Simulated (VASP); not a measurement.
# Cs (Im-3m) in VASP: a series of runs

Runs on Cs. Level: PBEsol. Tasks: single point.

Everything below comes from runs of VASP 6.6.1. Logs are shortened: lines on timing, memory, paths and dates and some standing lists are left out, and cuts for length are marked.

## (1) The cell of the first run

It takes space group Im-3m (No. 229, cubic). Conventional cell: a = 6.056 Å, b = 6.056 Å, c = 6.056 Å, α = 90.00°, β = 90.00°, γ = 90.00°.

## (2) Single point, PBEsol (strained)

The input, INCAR:

```
  ALGO = Normal
  EDIFF = 1E-6
  ENCUT = 520
  GGA = PS
  ISIF = 2
  ISMEAR = 0
  LASPH = True
  LCHARG = False
  LREAL = False
  LWAVE = False
  NBANDS = 10
  NELM = 80
  PREC = Accurate
  SIGMA = 0.1
```

The input, KPOINTS:

```
k-points
0
Gamma
  10 10 10
```

The input, POSCAR:

```
Cs
1.0
   -3.0279405000      3.0279405000      3.0279405000
    3.0279405000     -3.0279405000      3.0279405000
    3.0279405000      3.0279405000     -3.0279405000
Cs
1
Direct
    0.0000000000      0.0000000000      0.0000000000
```

Potentials or basis: VASP PAW PBE potentials, release 64 (Cs_sv).

Started as:

```console
cat potpaw_PBE.64/Cs_sv/POTCAR > POTCAR
mpirun -np 1 vasp_std > vasp.out
```

OUTCAR:

```text
EDIFF = 1E-6
   ENCUT = 520
   GGA = PS
   ISIF = 2
   ISMEAR = 0
   LASPH = True
   LREAL = False
   NELM = 80
   PREC = Accurate

 ion  position               nearest neighbor table
   1  0.000  0.000  0.000-

  LATTYP: Found a body centered cubic cell.
 ALAT       =     6.0558810000

  Lattice vectors:

 A1 = (  -3.0279405000,   3.0279405000,   3.0279405000)
 A2 = (   3.0279405000,  -3.0279405000,   3.0279405000)
 A3 = (   3.0279405000,   3.0279405000,  -3.0279405000)

Analysis of symmetry for initial positions (statically):
=====================================================================
 Subroutine PRICEL returns:
 Original cell was already a primitive cell.

 Routine SETGRP: Setting up the symmetry group for a
 body centered cubic supercell.

 Subroutine GETGRP returns: Found 48 space group operations
 (whereof 48 operations were pure point group operations)
 out of a pool of 48 trial point group operations.

The static configuration has the point symmetry O_h .

Analysis of symmetry for dynamics (positions and initial velocities):
=====================================================================
 Subroutine PRICEL returns:
 Original cell was already a primitive cell.

 Routine SETGRP: Setting up the symmetry group for a
 body centered cubic supercell.

 Subroutine GETGRP returns: Found 48 space group operations
 (whereof 48 operations were pure point group operations)
 out of a pool of 48 trial point group operations.

The dynamic configuration has the point symmetry O_h .

 Subroutine INISYM returns: Found 48 space group operations
 (whereof 48 operations are pure point group operations),
 and found     1 'primitive' translations

----------------------------------------------------------------------------------------

                                     Primitive cell

  volume of cell :     111.0458

  direct lattice vectors                    reciprocal lattice vectors
    -3.027940500  3.027940500  3.027940500     0.000000000  0.165128740  0.165128740
     3.027940500 -3.027940500  3.027940500     0.165128740  0.000000000  0.165128740
     3.027940500  3.027940500 -3.027940500     0.165128740  0.165128740  0.000000000

  length of vectors
     5.244546788  5.244546788  5.244546788     0.233527304  0.233527304  0.233527304

  position of ions in fractional coordinates (direct lattice)
     0.000000000  0.000000000  0.000000000

[... 73 lines left out ...]
   ENCUT  =  520.0 eV  38.22 Ry    6.18 a.u.   9.75  9.75  9.75*2*pi/ulx,y,z
   NELM   =     80;   NELMIN=  2; NELMDL= -5     # of ELM steps
   EDIFF  = 0.1E-05   stopping-criterion for ELM
   LREAL  =      F    real-space projection
   EDIFFG = 0.1E-04   stopping-criterion for IOM
   NSW    =      0    number of steps for IOM
   IBRION =     -1    ionic relax: 0-MD 1-quasi-New 2-CG
   NFREE  =      0    steps in history (QN), initial steepest desc. (CG)
   ISIF   =      2    stress and relaxation
   ISYM   =      2    0-nonsym 1-usesym 2-fastsym
   POTIM  = 0.5000    time-step for ionic-motion
   TEBEG  =    0.0;   TEEND  =   0.0 temperature during run
   PSTRESS=    0.0 pullay stress
   NELECT =       9.0000    total number of electrons
   NUPDOWN=      -1.0000    fix difference up-down
   EMIN   =  10.00;   EMAX   =-10.00  energy-range for DOS
   EFERMI =   0.00;   METHOD = LEGACY
   ISMEAR =     0;   SIGMA  =   0.10  broadening in eV -4-tet -1-fermi 0-gaus
   EFERMI_NEDOS =   21; number of points for ismear=-14 and -15
   IALGO  =     38    algorithm
   IMIX   =      4    mixing-type and parameters
     AMIX     =   0.40;   BMIX     =  1.00
     AMIX_MAG =   1.60;   BMIX_MAG =  1.00
  volume/ion in A,a.u.               =     111.05       749.37
  Fermi-wavevector in a.u.,A,eV,Ry     =   0.708470  1.338815  6.829175  0.501930
  Thomas-Fermi vector in A             =   1.794794
   LORBIT       =      0    0 simple, 1 ext, 2 COOP (PROOUT), +10 PAW based schemes
   GGA     = PS    functional components
   LHFCALC =     F    Hartree Fock is set to
   AEXX    =    0.0000 exact exchange contribution
   IVDW    =     0    specifies the selected vdW correction
   LEPSILON=     F    determine dielectric tensor
   LRPA    =     F    only Hartree local field effects (RPA)
 non-spin polarized calculation
 Gauss-broadening in eV      SIGMA  =   0.10
  energy-cutoff  :      520.00
  volume of cell :      111.05
 maximum number of plane-waves:      3043
   NGX = 19   NGY = 19   NGZ = 19

 number of electron       8.9999998 magnetization

 Free energy of the ion-electron system (eV)
  ---------------------------------------------------
  ext. energy  EPLUGINS =         0.00000000
  ---------------------------------------------------
  free energy    TOTEN  =        -0.94246230 eV

  energy without entropy =       -0.93310109  energy(sigma->0) =       -0.93778170

 E-fermi :   0.4636     XC(G=0):  -5.5685

 val. band max:        0.4345996158   @ k =  -0.3000   0.3000   0.3000
 cond. band min:       0.4780860103   @ k =   0.5000   0.0000   0.0000
 fundamental gap:      0.0434863945
 Fermi energy:         0.4635895182

 k-point     1 :       0.0000    0.0000    0.0000
  band No.  band energies     occupation
      1     -23.3665      2.00000
      2     -10.0803      2.00000
      3     -10.0803      2.00000
      4     -10.0803      2.00000
      5      -1.2601      2.00000
      6       2.9794      0.00000
      7       2.9794      0.00000
      8       2.9794      0.00000
      9       3.8788      0.00000
     10       3.8788      0.00000
[... 287 lines left out ...]
 k-point    24 :      -0.3000    0.3000    0.1000
  band No.  band energies     occupation
      1     -23.3606      2.00000
      2     -10.1817      2.00000
      3     -10.1196      2.00000
      4     -10.0922      2.00000
      5      -0.2352      2.00000
      6       1.9705      0.00000
      7       2.4187      0.00000
      8       3.2488      0.00000
      9       3.9475      0.00000
     10       4.2476      0.00000

 [... further k-points ...]
[... 5 lines left out ...]
  --------------------------------------------------------------------------------------
  -------------------------------------------------------------------------------------
  Total       -0.0341366     -0.0341366     -0.0341366      0.0000000     -0.0000000      0.0000000
  in kB       -0.4925261     -0.4925261     -0.4925261      0.0000000     -0.0000000      0.0000000
  external PRESSURE =      -0.4925261 kB  Pullay stress =       0.0000000 kB

 VOLUME and BASIS-vectors are now :
 -----------------------------------------------------------------------------
  energy-cutoff  :      520.00
  volume of cell :      111.05
      direct lattice vectors                 reciprocal lattice vectors
    -3.027940500  3.027940500  3.027940500     0.000000000  0.165128740  0.165128740
     3.027940500 -3.027940500  3.027940500     0.165128740  0.000000000  0.165128740
     3.027940500  3.027940500 -3.027940500     0.165128740  0.165128740  0.000000000

 POSITION                                       TOTAL-FORCE (eV/Angst)
 -----------------------------------------------------------------------------------
      0.00000      0.00000      0.00000         0.000000     -0.000000     -0.000000
 -----------------------------------------------------------------------------------
    total drift:                                0.000000     -0.000000     -0.000000

  FREE ENERGIE OF THE ION-ELECTRON SYSTEM (eV)
  ---------------------------------------------------
  free  energy   TOTEN  =        -0.9424623008 eV

  energy  without entropy=       -0.9331010905  energy(sigma->0) =       -0.93778170
```

OSZICAR:

```text
N       E                     dE             d eps       ncg     rms          rms(c)
DAV:   1     0.525408959054E+02    0.52541E+02   -0.28639E+03   940   0.622E+02
DAV:   2     0.469561133860E+01   -0.47845E+02   -0.46605E+02  1176   0.107E+02
DAV:   3    -0.864471149415E+00   -0.55601E+01   -0.55542E+01  1080   0.424E+01
DAV:   4    -0.941965661380E+00   -0.77495E-01   -0.77482E-01  1212   0.618E+00
DAV:   5    -0.942266664034E+00   -0.30100E-03   -0.30099E-03  1232   0.338E-01    0.129E-01
DAV:   6    -0.942116906380E+00    0.14976E-03   -0.11285E-03  1276   0.164E-01    0.903E-02
DAV:   7    -0.942406584921E+00   -0.28968E-03   -0.29549E-03  1164   0.280E-01    0.324E-02
DAV:   8    -0.942461486892E+00   -0.54902E-04   -0.91645E-05  1060   0.638E-02    0.517E-03
DAV:   9    -0.942462837870E+00   -0.13510E-05   -0.40292E-06  1404   0.105E-02    0.304E-03
DAV:  10    -0.942462300793E+00    0.53708E-06   -0.67460E-07   690   0.441E-03
   1 F= -.94246230E+00 E0= -.93778170E+00  d E =-.936121E-02
```

stdout:

```text
POSCAR found type information on POSCAR Cs
 POSCAR found :  1 types and       1 ions
 scaLAPACK will be used
 -----------------------------------------------------------------------------
|                                                                             |
|                                                                             |
|     You enforced a specific xc type in the INCAR file but a different       |
|     I HOPE YOU KNOW WHAT YOU ARE DOING!                                     |
|                                                                             |
 -----------------------------------------------------------------------------

 LDA part: xc-table for (Slater+PW92), standard interpolation
 POSCAR, INCAR and KPOINTS ok, starting setup
 FFT: planning ... GRIDC
 FFT: planning ... GRID_SOFT
 FFT: planning ... GRID
 WAVECAR not read
 entering main loop
```

Wall time 14 s (1 thread of Intel Xeon 6975P-C (Granite Rapids), shared host); peak memory 0.24 GiB.

What came out:

- Free energy: -0.9425 eV
- Pressure: 0.0 GPa

Levels at points of the mesh, in eV from the Fermi level:
| k point | band 1 | band 2 | band 3 | band 4 | band 5 | band 6 | band 7 | band 8 | band 9 |
| --- | --- | --- | --- | --- | --- | --- | --- | --- | --- |
| (0.00, 0.00, 0.00) | -23.83 | -10.54 | -10.54 | -10.54 | -1.72 | 2.52 | 2.52 | 2.52 | 3.42 |
| (0.50, 0.00, 0.00) | -23.82 | -10.70 | -10.60 | -10.54 | 0.01 | 0.91 | 1.64 | 3.25 | 3.88 |
| (0.50, 0.50, 0.50) | -23.82 | -10.65 | -10.65 | -10.65 | 0.62 | 0.62 | 3.09 | 3.09 | 3.09 |

Caveat: the cell differs from its parent crystal (strained); the PAW data sets were made with another functional, which shifts forces and pressure a little; spin-orbit coupling is left out, which moves the levels of the heavy elements.

## (3) Single point, PBEsol (strained)

The input, INCAR:

```
SYSTEM = Cs
PREC = Accurate
ENCUT = 520
EDIFF = 1E-7
ISMEAR = 0
SIGMA = 0.1
LREAL = .False.
LASPH = .True.
NELM = 80
ALGO = Normal
ISIF = 2
LWAVE = .False.
LCHARG = .True.
GGA = PS
LELF = .True.
LVHAR = .True.
NBANDS = 10
```

The input, KPOINTS:

```
Automatic mesh
0
Gamma
  10 10 10
  0 0 0
```

The input, POSCAR:

```
Cs
1.0
   -3.1430977500      3.1430977500      3.1430977500
    3.1430977500     -3.1430977500      3.1430977500
    3.1430977500      3.1430977500     -3.1430977500
Cs
1
Direct
    0.0000000000      0.0000000000      0.0000000000
```

Potentials or basis: VASP PAW PBE potentials, release 64 (Cs_sv).

Started as:

```console
cat potpaw_PBE.64/Cs_sv/POTCAR > POTCAR
mpirun -np 1 vasp_std > vasp.out
```

Wall time 21 s (1 thread of Intel Xeon 6975P-C (Granite Rapids), shared host); peak memory 0.25 GiB.

The run converged. Its results:

```
Free energy : -0.9312 eV
Pressure    : -0.2 GPa
```

Levels at points of the mesh, in eV from the Fermi level:
```
           k point  band 1  band 2  band 3  band 4  band 5  band 6  band 7  band 8  band 9
(0.00, 0.00, 0.00)  -23.90  -10.63  -10.63  -10.63   -1.61    2.45    2.45    2.45    3.27
(0.50, 0.00, 0.00)  -23.90  -10.74  -10.67  -10.63    0.06    0.80    1.65    3.07    3.68
(0.50, 0.50, 0.50)  -23.89  -10.71  -10.71  -10.71    0.72    0.72    2.81    2.81    2.81
```

Caveat: the cell differs from its parent crystal (strained); the PAW data sets were made with another functional, which shifts forces and pressure a little; spin-orbit coupling is left out, which moves the levels of the heavy elements.

[end of part 1 of 3]
